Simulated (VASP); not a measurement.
Input of a VASP 6.6.1 run:

The input INCAR:

```
SYSTEM = Al
PREC = Accurate
ENCUT = 520
EDIFF = 1E-6
ISMEAR = 0
SIGMA = 0.1
LREAL = .FALSE.
LASPH = .TRUE.
NELM = 80
ALGO = Fast
ISIF = 2
LWAVE = .FALSE.
LCHARG = .TRUE.
GGA = PS
LELF = .TRUE.
LVHAR = .TRUE.
NBANDS = 10
ISYM = 0
```

Contents of KPOINTS:

```
Automatic mesh
0
G
  9 6 24
  0 0 0
```

The input POSCAR:

```
Al
1.0
    4.0125374083      0.0000000000      0.0081360154
    0.0000000000      5.6745964874      0.0000000021
   -2.0033874382      1.4186491224      1.4285263170
Al
2
Direct
    0.0000000000      0.5000000000      0.0000000000
    0.0000000000      0.0000000000      0.0000000000
```

Potentials or basis: VASP PAW PBE potentials, release 64 (Al).

The run is started by

```console
$ cat potpaw_PBE.64/Al/POTCAR > POTCAR
$ mpirun -np 1 vasp_std > vasp.out
```

Task: What does it give for the pressure?

Result: -0.5 GPa.

Task: Predict the band gap on the k mesh.

Result: Zero (band 3 reaches 15.51 eV, above the bottom of band 4 at 4.15 eV).

Stress tensor (GPa, compression positive):
```
-1.87  0.00 -0.03
 0.00  0.43  0.00
-0.03  0.00  0.03
```

Caveat: the PAW data sets were made with another functional, which shifts forces and pressure a little.
